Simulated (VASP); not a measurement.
Te: single point with PBEsol

Te:

```xyz
1
Lattice="2.2503 1.2992 1.8247 -2.2503 1.2992 1.8247 0.0000 -2.5984 1.8247" Properties=species:S:1:pos:R:3 pbc="T T T"
Te    0.0000    0.0000    2.7370
```

This isn't the form of Te at room conditions, which is trigonal, of chains.

* Program: VASP 6.6.1
* Task: single point
* Functional: PBEsol
* Potentials or basis: VASP PAW PBE potentials, release 64 (Te)
* Cutoff: 520 eV
* k mesh: 15 × 15 × 15
* Occupations: gaussian, width 0.15 eV
* Spin: no spin polarisation

```json
{
  "Pressure": "-1.4 GPa",
  "Band gap on the k mesh": "zero (bands 3 and 4 overlap by 5.57 eV)"
}
```

Levels at points of the mesh, in eV from the Fermi level:
```csv
k point,band 1,band 2,band 3,band 4,band 5,band 6
"(0.00, 0.00, 0.00)",-13.77,1.20,1.23,1.23,6.03,6.03
```

Run time: 15 s on 1 thread of Intel(R) Xeon(R) 6975P-C (Granite Rapids), on a shared host, peak memory 0.21 GiB.

Caveat: the PAW data sets were made with another functional, which shifts forces and pressure a little; spin-orbit coupling is left out, which moves the levels of the heavy elements.
